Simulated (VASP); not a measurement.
MgO, 2 atoms in the cell. The structure is orthorhombic, space group Imm2 (No. 44). The conventional cell has a = 3.147 Å, b = 3.308 Å, c = 4.564 Å, α = 90.00°, β = 90.00°, γ = 90.00°. Mg (site symmetry mm2) has 4 O at 1.97 to 1.99 Å within 2.6 Å. O (site symmetry mm2) has 4 Mg at 1.97 to 1.99 Å within 2.6 Å.  This cell differs from its parent crystal: shear xy strain +5.0%.

```yaml
Program: VASP 6.6.1
Task: single point
Functional: r2SCAN
Potentials_or_basis: VASP PAW PBE potentials, release 64 (Mg, O)
Cutoff: 520 eV
k_mesh: 10 × 10 × 10
Occupations: gaussian, width 0.01 eV
Spin: no spin polarisation
Dipole_correction: no
Further_INCAR_settings: ALGO = Normal; EDIFF = 1e-07; NBANDS = 11
```

Potentials or basis: VASP PAW PBE potentials, release 64 (Mg, O).

The run is started by

```sh
$ cat potpaw_PBE.64/Mg/POTCAR potpaw_PBE.64/O/POTCAR > POTCAR
$ cp INCAR.step1 INCAR
$ mpirun -np 1 vasp_std > vasp.out
$ cp INCAR.step2 INCAR
$ mpirun -np 1 vasp_std > vasp.out
```

Hardware: 1 thread of Intel(R) Xeon(R) Platinum 8259CL CPU @ 2.50GHz (Skylake/Cascade Lake) (shared host).

Estimate the wall time of this run.

It took 2.9 min on 1 thread of Intel(R) Xeon(R) Platinum 8259CL CPU @ 2.50GHz (Skylake/Cascade Lake) (shared host), peak memory 0.18 GiB. Counts: k points 171.
